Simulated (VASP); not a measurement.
# Si (P6_3/mmc) in VASP: further runs, part 2 of 2

VASP 6.6.1.

### 4 Single point, LDA

This run uses another cell than the first one, of 20.33 Å³/atom, 1.063 times its volume.

Contents of INCAR:

```
ALGO = Normal
EDIFF = 1E-6
ENCUT = 520
ISIF = 2
ISMEAR = -1
LASPH = T
LCHARG = F
LREAL = F
LWAVE = F
NBANDS = 16
NELM = 80
PREC = Accurate
SIGMA = 0.1
```

Contents of KPOINTS:

```
k-points
0
Gamma
  7 7 4
```

Contents of POSCAR:

```
Si
1.0
    3.8440457214      0.0000000000      0.0000000000
   -1.9220233624      3.3290413966      0.0000000000
    0.0000000000      0.0000000000      6.3536607658
Si
4
Direct
    0.3333333333      0.6666666667      0.0630090000
    0.6666666667      0.3333333333      0.5630100000
    0.3333333333      0.6666666667      0.4369910000
    0.6666666667      0.3333333333      0.9369900000
```

Potentials or basis: VASP PAW LDA potentials, release 64 (Si).

On the command line:

```console
cat potpaw_LDA.64/Si/POTCAR > POTCAR
mpirun -np 1 vasp_std > vasp.out
```

OUTCAR:

```text
EDIFF = 1E-6
   ENCUT = 520
   ISIF = 2
   ISMEAR = -1
   LASPH = T
   LREAL = F
   NELM = 80
   PREC = Accurate

 ion  position               nearest neighbor table
   1  0.333  0.667  0.063-   4 2.36   4 2.36   4 2.36   3 2.38
   2  0.667  0.333  0.563-   3 2.36   3 2.36   3 2.36   4 2.38
   3  0.333  0.667  0.437-   2 2.36   2 2.36   2 2.36   1 2.38
   4  0.667  0.333  0.937-   1 2.36   1 2.36   1 2.36   2 2.38

  LATTYP: Found a hexagonal cell.
 ALAT       =     3.8440457214
 C/A-ratio  =     1.6528577510

  Lattice vectors:

 A1 = (   3.8440457214,   0.0000000000,   0.0000000000)
 A2 = (  -1.9220233624,   3.3290413966,   0.0000000000)
 A3 = (   0.0000000000,   0.0000000000,   6.3536607658)

Analysis of symmetry for initial positions (statically):
=====================================================================
 Subroutine PRICEL returns:
 Original cell was already a primitive cell.

 Routine SETGRP: Setting up the symmetry group for a
 hexagonal supercell.

 Subroutine GETGRP returns: Found 24 space group operations
 (whereof 12 operations were pure point group operations)
 out of a pool of 24 trial point group operations.

The static configuration has the point symmetry D_3d.
 The point group associated with its full space group is D_6h.

Analysis of symmetry for dynamics (positions and initial velocities):
=====================================================================
 Subroutine PRICEL returns:
 Original cell was already a primitive cell.

 Routine SETGRP: Setting up the symmetry group for a
 hexagonal supercell.

 Subroutine GETGRP returns: Found 24 space group operations
 (whereof 12 operations were pure point group operations)
 out of a pool of 24 trial point group operations.

The dynamic configuration has the point symmetry D_3d.
 The point group associated with its full space group is D_6h.

 Subroutine INISYM returns: Found 24 space group operations
[... 120 lines left out ...]
     AMIX_MAG =   1.60;   BMIX_MAG =  1.00
  volume/ion in A,a.u.               =      20.33       137.17
  Fermi-wavevector in a.u.,A,eV,Ry     =   0.952221  1.799436 12.336730  0.906724
  Thomas-Fermi vector in A             =   2.080763
   LORBIT       =      0    0 simple, 1 ext, 2 COOP (PROOUT), +10 PAW based schemes
   GGA     = CA    functional components
   LHFCALC =     F    Hartree Fock is set to
   AEXX    =    0.0000 exact exchange contribution
   IVDW    =     0    specifies the selected vdW correction
   LEPSILON=     F    determine dielectric tensor
   LRPA    =     F    only Hartree local field effects (RPA)
 non-spin polarized calculation
  energy-cutoff  :      520.00
  volume of cell :       81.31
 maximum number of plane-waves:      2202
 NGX is ok and might be reduce to    30
   NGX = 15   NGY = 15   NGZ = 23

 number of electron      16.0000001 magnetization

 Free energy of the ion-electron system (eV)
  ---------------------------------------------------
  ext. energy  EPLUGINS =         0.00000000
  ---------------------------------------------------
  free energy    TOTEN  =       -23.76823549 eV

  energy without entropy =      -23.76382500  energy(sigma->0) =      -23.76603024

 E-fermi :   5.9799     XC(G=0):  -9.5446

 val. band max:        5.8644812388   @ k =   0.0000   0.0000   0.0000
 cond. band min:       6.2593986972   @ k =   0.4286  -0.0000   0.0000
 fundamental gap:      0.3949174584
 Fermi energy:         5.9799342428

 k-point     1 :       0.0000    0.0000    0.0000
  band No.  band energies     occupation
      1      -6.2523      2.00000
      2      -3.9876      2.00000
      3      -1.3203      2.00000
      4       4.3656      2.00000
      5       4.3656      2.00000
      6       5.5189      1.98031
[... 433 lines left out ...]
      3      -1.2634      2.00000
      4      -1.2633      2.00000
      5       1.6194      2.00000
      6       1.6195      2.00000
[... 8 lines left out ...]
     15      11.5822      0.00000
     16      11.5823      0.00000

------------------------ aborting loop because EDIFF is reached ----------------------------------------

  FORCE on cell =-STRESS in cart. coord.  units (eV):
  Direction    XX          YY          ZZ          XY          YZ          ZX
  --------------------------------------------------------------------------------------
  -------------------------------------------------------------------------------------
  Total       -1.4368482     -1.4368483     -1.4817682      0.0000002      0.0000000      0.0000000
  in kB      -28.3132485    -28.3132511    -29.1984016      0.0000043      0.0000000      0.0000000
  external PRESSURE =     -28.6083004 kB  Pullay stress =       0.0000000 kB

 VOLUME and BASIS-vectors are now :
 -----------------------------------------------------------------------------
  energy-cutoff  :      520.00
  volume of cell :       81.31
      direct lattice vectors                 reciprocal lattice vectors
     3.844045721  0.000000000  0.000000000     0.260142587  0.150193425  0.000000000
    -1.922023362  3.329041397  0.000000000     0.000000000  0.300386772  0.000000000
     0.000000000  0.000000000  6.353660766     0.000000000  0.000000000  0.157389580

 POSITION                                       TOTAL-FORCE (eV/Angst)
 -----------------------------------------------------------------------------------
     -0.00000      2.21936      0.40034         0.000000      0.000000     -0.016591
      1.92202      1.10968      3.57717        -0.000000      0.000000     -0.016591
     -0.00000      2.21936      2.77649         0.000000     -0.000000      0.016591
      1.92202      1.10968      5.95332         0.000000      0.000000      0.016591
 -----------------------------------------------------------------------------------
    total drift:                               -0.000000      0.000000     -0.000372

  FREE ENERGIE OF THE ION-ELECTRON SYSTEM (eV)
  ---------------------------------------------------
  free  energy   TOTEN  =       -23.7682354904 eV

  energy  without entropy=      -23.7638249983  energy(sigma->0) =      -23.76603024
```

Run time: 19 s. Hardware: 1 thread of Intel Xeon 6975P-C, shared host; peak memory 0.17 GiB.

Results:

```
Free energy            : -23.7682 eV
Pressure               : -2.9 GPa
Largest force          : 0.017 eV/Å
Band gap on the k mesh : 0.39 eV, indirect (least direct gap 0.90 eV)
```

Forces on the atoms (eV/Å):
```
Si   0.000  0.000 -0.017
Si   0.000  0.000 -0.017
Si   0.000  0.000  0.017
Si   0.000  0.000  0.017
```

Stress tensor (GPa, compression positive):
```
-2.83  0.00  0.00
 0.00 -2.83  0.00
 0.00  0.00 -2.92
```

A k mesh can miss the band edges.

### 5 Overview

```tsv
cell	gap on the mesh (eV)	pressure (GPa)	largest force (eV/Å)
a = 3.766, b = 3.766, c = 6.225 Å, angles 90.0, 90.0, 120.0°, 4 atoms	0.27	3.0	0.01
a = 3.806, b = 3.806, c = 6.290 Å, angles 90.0, 90.0, 120.0°, 4 atoms	0.34	-0.1	-
a = 3.844, b = 3.844, c = 6.354 Å, angles 90.0, 90.0, 120.0°, 4 atoms	0.39	-2.9	0.02
```

Alike in all rows: task single point; level LDA; potentials or basis VASP PAW LDA potentials, release 64 (Si); no spin polarisation; k mesh 7 × 7 × 4; cutoff (eV) 520; smearing fermi-dirac 0.1 eV.

Total energies depend on the potentials used, so only differences within one code and one set of settings carry meaning.
